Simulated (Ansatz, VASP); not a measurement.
# LuH2 in VASP and in Ansatz

Contents of INCAR:

```
PREC = Accurate ; ENCUT = 520
EDIFF = 1E-8 ; ISMEAR = -1
SIGMA = 0.02 ; LREAL = False
LASPH = True ; NELM = 60
ALGO = Normal ; ISIF = 2
LWAVE = False ; LCHARG = False
GGA = CA ; LEFG = True
NBANDS = 20
```

File KPOINTS:

```
Automatic mesh
0
Gamma
  8 8 8
```

POSCAR

```
LuH2
1.0
    0.0000000000      2.5165000000      2.5668300000
    2.5165000000      0.0000000000      2.5668300000
    2.5165000000      2.5165000000      0.0000000000
Lu H
1 2
Direct
    0.0000000000      0.0000000000      0.0000000000
    0.2500000000      0.2500000000      0.2500000000
    0.7500000000      0.7500000000      0.7500000000
```

Input for Ansatz:

```yaml
crystal:
  lattice:
    - [0.0, 2.5165, 2.56683]
    - [2.5165, 0.0, 2.56683]
    - [2.5165, 2.5165, 0.0]
  atoms:
    - { symbol: Lu, position: [0.0, 0.0, 0.0] }
    - { symbol: H, position: [0.25, 0.25, 0.25] }
    - { symbol: H, position: [0.75, 0.75, 0.75] }
kpoints:
  mp_grid: { grid: [8, 8, 8] }
scf:
  occupations: { method: fermi_dirac, width: 0.02 }
hamiltonian:
  xc: lda
  pseudopotentials: { kind: all_electron, datasets: crystal }
output:
  forces: true
  stress: true
  eigenvalues: true
  efg: { contact_densities: true }
```

Change from the starting cell: zz strain of +2 %, crystal datasets.

Alike in both runs: task electric field gradients; functional LDA; k mesh 8 × 8 × 8; occupations fermi-dirac, width 0.02 eV; no spin polarisation.

|  | VASP | Ansatz |
| --- | --- | --- |
| version | VASP 6.6.1 | Ansatz 0.2.0 |
| potentials or method | VASP PAW PBE potentials, release 64 (Lu, H), cutoff 520 eV | all-electron PAW with datasets made for the crystal, scalar-relativistic |

```csv
,VASP,Ansatz,Ansatz less VASP
pressure (GPa),-7.7,-8.2,-0.50
"traceless stress, the component that is largest in VASP (GPa)",-0.11,-0.10,+0.002
size of Vzz on the site where it differs most (V/Å²),1.8,3.4,+1.58
```

VASP's potentials were made for PBE, not for LDA. LDA's correlation is that of Perdew and Zunger in VASP and of Perdew and Wang (1992) in Ansatz. Ansatz ran all-electron here, and VASP with PAW potentials.

Spin-orbit coupling is off throughout.
